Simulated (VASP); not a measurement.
A run of VASP 6.6.1:

INCAR

```
SYSTEM = Mg3ZnC
ALGO = Normal
EDIFF = 1E-6
ENCUT = 520
GGA = RP
ISIF = 2
ISMEAR = -1
LASPH = .True.
LCHARG = .False.
LREAL = .False.
LWAVE = .False.
NBANDS = 19
NELM = 60
PREC = Accurate
SIGMA = 0.05
```

KPOINTS

```
k-points
0
Gamma
  6 6 6
  0 0 0
```

POSCAR

```
Mg3ZnC
1.0
    4.4069310000      0.0000000000      0.0000000000
    0.0000000000      4.4069310000      0.0000000000
    0.0000000000      0.0000000000      4.4069310000
Zn Mg C
1 3 1
Direct
    0.0000000000      0.0000000000      0.0000000000
    0.5000000000      0.0000000000      0.5000000000
    0.5000000000      0.5000000000      0.0000000000
    0.0000000000      0.5000000000      0.5000000000
    0.5000000000      0.5000000000      0.5000000000
```

Potentials or basis: VASP PAW PBE potentials, release 64 (Zn, Mg, C).

Run with:

```sh
$ cat potpaw_PBE.64/Zn/POTCAR potpaw_PBE.64/Mg/POTCAR potpaw_PBE.64/C/POTCAR > POTCAR
$ mpirun -np 1 vasp_std > vasp.out
```

Hardware: 1 thread of Intel(R) Xeon(R) 6975P-C (Granite Rapids) (shared host).

Problem. How long does it take, and how much memory?

Solution. Run time: 18 s on 1 thread of Intel(R) Xeon(R) 6975P-C (Granite Rapids), on a shared host, peak memory 0.21 GiB. Counts: scf iterations 15, k points 20.
